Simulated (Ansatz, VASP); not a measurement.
**Pb: VASP and Ansatz over several settings**

```
Pb
1.0
     0.00000    2.47502    2.47502
     2.47502    0.00000    2.47502
     2.47502    2.47502    0.00000
Pb
1
Direct
  0.00000 0.00000 0.00000
```

Single points on this cell with VASP 6.6.1 and Ansatz 0.2.0. Each row is one pair of runs. Alike in all rows: VASP's potentials, cutoff: VASP PAW PBE potentials, release 64 (Pb_d), 520 eV.

| level | spin | k mesh | smearing | Ansatz's potentials, cutoff | pressure (GPa), VASP | pressure (GPa), Ansatz |
| --- | --- | --- | --- | --- | --- | --- |
| BHLYP | off | 5 × 5 × 5 | fermi-dirac, width 0.05 eV | Ansatz PAW, 420 eV | 2.3 | 2.5 |
| r2SCAN | non-collinear, zero start, SOC | 9 × 9 × 9 | fermi-dirac, width 0.05 eV | Ansatz PAW, 500 eV | 1.2 | 1.2 |
| PBE | off | 9 × 9 × 9 | gaussian, width 0.028 eV | Ansatz PAW, 420 eV | 2.2 | 2.2 |

Pressure (GPa): the two programs differ by at most 0.22.

The k mesh is coarse in some rows, so the values compare programs but aren't converged.
